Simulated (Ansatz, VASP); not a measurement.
**TaN in VASP and in Ansatz**

INCAR

```
  ALGO = Normal
  EDIFF = 1E-7
  ENCUT = 520
  GGA = CA
  ISIF = 2
  ISMEAR = 0
  LASPH = T
  LCHARG = F
  LREAL = F
  LWAVE = F
  NBANDS = 15
  NELM = 100
  PREC = Accurate
  SIGMA = 0.15
```

The input KPOINTS:

```
k-points
0
Gamma
  18 18 18
```

File POSCAR:

```
TaN
1.0
    0.0000000000      2.2879500000      2.0700500000
    2.2879500000      0.0000000000      2.0700500000
    2.2879500000      2.2879500000      0.0000000000
Ta N
1 1
Direct
    0.5000000000      0.5000000000      0.5000000000
    0.0000000000      0.0000000000      0.0000000000
```

Input for Ansatz:

```yaml
crystal:
  lattice:
    - [0.0, 2.28795, 2.07005]
    - [2.28795, 0.0, 2.07005]
    - [2.28795, 2.28795, 0.0]
  atoms:
    - { symbol: Ta, position: [0.5, 0.5, 0.5] }
    - { symbol: "N", position: [0.0, 0.0, 0.0] }
basis:
  ecutwfc: 420
kpoints:
  mp_grid: { grid: [18, 18, 18] }
hamiltonian:
  xc: lda
scf:
  occupations: { method: gaussian, width: 0.15 }
output:
  forces: true
  stress: true
  eigenvalues: true
```

Change from the starting cell: strain +0.050 along x and y, -0.050 along z, atoms carried along.

Alike in both runs: task single point; functional LDA; k mesh 18 × 18 × 18; occupations gaussian, width 0.15 eV; no spin polarisation.

|  | VASP | Ansatz |
| --- | --- | --- |
| version | VASP 6.6.1 | Ansatz 0.2.0 |
| potentials or method | VASP PAW LDA potentials, release 64 (Ta_pv, N), cutoff 520 eV | scalar-relativistic, plane waves, PAW |
| valence electrons in the cell | 16 | 18 |

VASP gave:

```
gap on the k mesh at the Fermi level (eV)                     : none
pressure (GPa)                                                : -7.4
traceless stress, the component that is largest in VASP (GPa) : 39.89
```

Task: Estimate Ansatz's values.

Result: gap on the k mesh at the Fermi level (eV): none; pressure (GPa): -9.1; traceless stress, the component that is largest in VASP (GPa): 39.06.

LDA's correlation is that of Perdew and Zunger in VASP and of Perdew and Wang (1992) in Ansatz. A gap of «none» marks a metal or a gap that the smearing closes. VASP's potentials hold 16 valence electrons a cell and Ansatz's 18, so a difference there can come from the potentials and not from the codes.

Spin-orbit coupling is off throughout.
